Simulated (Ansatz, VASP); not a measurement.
Ge5S: VASP beside Ansatz

```
Ge S
1.0
     0.00000    3.91104    3.91104
     3.91104    0.00000    3.91104
     3.91104    3.91104    0.00000
Ge S
5 1
Direct
  0.25000 0.25000 0.25000
  0.12467 0.62511 0.62511
  0.62511 0.62511 0.62511
  0.62511 0.62511 0.12467
  0.62511 0.12467 0.62511
  0.00000 0.00000 0.00000
```

Change from the starting cell: species swapped into the ZrNi5 type (F-43m, No. 216).

Alike in both runs: functional PBE; k mesh 8 × 8 × 8; occupations gaussian, width 0.1 eV; no spin polarisation.

Ansatz relaxed the structure, and its values are those at the end. VASP's run is a single point on that final structure, the one shown.

|  | VASP | Ansatz |
| --- | --- | --- |
| version | VASP 6.6.1 | Ansatz 0.2.0 |
| potentials or method | VASP PAW PBE potentials, release 64 (Ge_d, S), cutoff 500 eV | scalar-relativistic, plane waves, PAW |
| valence electrons in the cell | 76 | 76 |

|  | VASP | Ansatz | Ansatz less VASP |
| --- | --- | --- | --- |
| gap on the k mesh at the Fermi level (eV) | none | none | - |
| pressure (GPa) | 0.0 | 0.0 | +0.03 |

A gap of «none» marks a metal or a gap that the smearing closes.
